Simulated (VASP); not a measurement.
MnHg3: single point with PBE

MnHg3:

```xyz
4
Lattice="4.4178 0.0000 0.0000 0.0000 4.4178 0.0000 0.0000 0.0000 4.4178" Properties=species:S:1:pos:R:3 pbc="T T T"
Mn    0.0000    0.0000    0.0000
Hg    2.2089    0.0000    2.2089
Hg    0.0000    2.2089    2.2089
Hg    2.2089    2.2089    0.0000
```

```yaml
Program: VASP 6.6.1
Task: single point
Functional: PBE
Potentials_or_basis: VASP PAW PBE potentials, release 64 (Mn_pv, Hg)
Cutoff: 520 eV
k_mesh: 4 × 4 × 4
Occupations: gaussian, width 0.1 eV
Spin: collinear spin, ferromagnetic start
Starting_moments: "[4.0, 0.0, 0.0, 0.0] μB"
Dipole_correction: no
Further_INCAR_settings: ALGO = Normal; EDIFF = 1e-06; NBANDS = 36
```

The pressure is -0.5 GPa. The net moment is 3.94 μB per cell, the site moments are Mn +3.99; Hg -0.04 μB and the valence electrons inside the program's atomic spheres are Mn 11.30; Hg 10.48.

Levels at points of the mesh, in eV from the Fermi level:
Spin up:
```csv
k point,band 24,band 25,band 26,band 27,band 28,band 29,band 30,band 31
"(0.00, 0.00, 0.00)",-2.53,-0.42,-0.42,-0.42,0.82,0.82,3.20,7.27
"(0.50, 0.00, 0.00)",-2.74,-2.55,0.55,2.37,2.89,2.89,3.18,3.18
"(0.50, 0.50, 0.00)",-2.91,-2.78,-1.99,-1.94,4.53,4.75,4.75,5.63
"(0.50, 0.50, 0.50)",-2.16,-1.89,-1.89,-1.89,-1.02,-1.02,-1.02,1.13
```
Spin down:
```
           k point  band 19  band 20  band 21  band 22  band 23  band 24  band 25  band 26
(0.00, 0.00, 0.00)    -6.00    -0.62    -0.62    -0.35    -0.35    -0.35     1.05     1.05
(0.50, 0.00, 0.00)    -6.35    -6.00    -0.06    -0.06     0.25     0.47     0.87     1.01
(0.50, 0.50, 0.00)    -5.48    -3.94    -3.94    -2.82     0.33     0.33     1.01     1.21
(0.50, 0.50, 0.50)    -2.52    -2.52    -2.52    -2.18    -1.82    -1.82    -1.82     1.18
```

It took 31 s on 1 thread of Intel(R) Xeon(R) 6975P-C (Granite Rapids), with other jobs on the host, peak memory 0.26 GiB.

Caveat: spin-orbit coupling is left out, which moves the levels of the heavy elements.
